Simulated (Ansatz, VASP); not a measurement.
Sc7VN8: VASP beside Ansatz

```
Sc V N
1.0
    -4.40405    4.40405    0.00000
    -4.40405    0.00000    4.40405
     0.00000    4.40405    4.40405
Sc V N
7 1 8
Cartesian
  0.0000 0.0000 0.0000
  -2.2020 2.2020 0.0000
  -2.2020 0.0000 2.2020
  0.0000 2.2020 2.2020
  -4.4041 2.2020 2.2020
  -2.2020 4.4041 2.2020
  -2.2020 2.2020 4.4041
  -4.4041 4.4041 4.4041
  -6.6061 6.6061 6.6061
  -4.4041 4.4041 6.5371
  -4.4041 6.5371 4.4041
  -6.5371 4.4041 4.4041
  -2.2710 4.4041 4.4041
  -4.4041 2.2710 4.4041
  -4.4041 4.4041 2.2710
  -2.2020 2.2020 2.2020
```

Alike in both runs: functional PBEsol; k mesh 8 × 8 × 8; occupations gaussian, width 0.1 eV; no spin polarisation.

Ansatz relaxed the structure, and its values are those at the end. VASP's run is a single point on that final structure, the one shown.

|  | VASP | Ansatz |
| --- | --- | --- |
| version | VASP 6.6.1 | Ansatz 0.2.0 |
| potentials or method | VASP PAW PBE potentials, release 64 (Sc_sv, V_sv, N), cutoff 520 eV | scalar-relativistic, plane waves, PAW |
| valence electrons in the cell | 130 | 130 |

```csv
,VASP,Ansatz,Ansatz less VASP
gap on the k mesh at the Fermi level (eV),none,none,-
pressure (GPa),1.0,0.0,-1.00
rms of the force components (eV/Å),0.004,0.001,-0.0034
```

VASP's potentials were made for PBE, not for PBEsol. A gap of «none» marks a metal or a gap that the smearing closes.
